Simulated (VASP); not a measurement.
# GaN: single point with r2SCAN

The system is GaN.

```
Ga N
1.0
     0.00000    2.25350    2.25350
     2.25350    0.00000    2.25350
     2.25350    2.25350    0.00000
Ga N
1 1
Direct
  0.00000 0.00000 0.00000
  0.25000 0.25000 0.25000
```

```
Program             : VASP 6.6.1
Task                : single point
Functional          : r2SCAN
Potentials or basis : VASP PAW PBE potentials, release 64 (Ga_d, N_h)
Cutoff              : 910 eV
k mesh              : 10 × 10 × 10
Occupations         : fermi-dirac, width 0.05 eV
Spin                : no spin polarisation
```

```yaml
Pressure: -0.2 GPa
Band_gap_on_the_k_mesh: 2.12 eV, direct
```

Levels at points of the mesh, in eV from the valence-band top:
```
           k point  band 7  band 8  band 9  band 10  band 11  band 12
(0.00, 0.00, 0.00)    0.00    0.00    0.00     2.12    11.01    11.01
(0.50, 0.00, 0.00)   -7.15   -1.00   -1.00     5.16     9.44    11.00
(0.50, 0.50, 0.00)   -6.22   -2.78   -2.78     3.77     7.24    12.58
```

Run time: 52 s on 1 thread of Intel(R) Xeon(R) 6975P-C (Granite Rapids), on a shared host, peak memory 0.2 GiB.

Caveat: the cutoff is under 1.25 times the usual one of these potentials, so pressure, stress and relaxed cells hold a basis-set (Pulay) error; the PAW data sets were made with another functional, which shifts forces and pressure a little. r2SCAN opens gaps a little over a GGA but as a rule still falls short of measured ones.
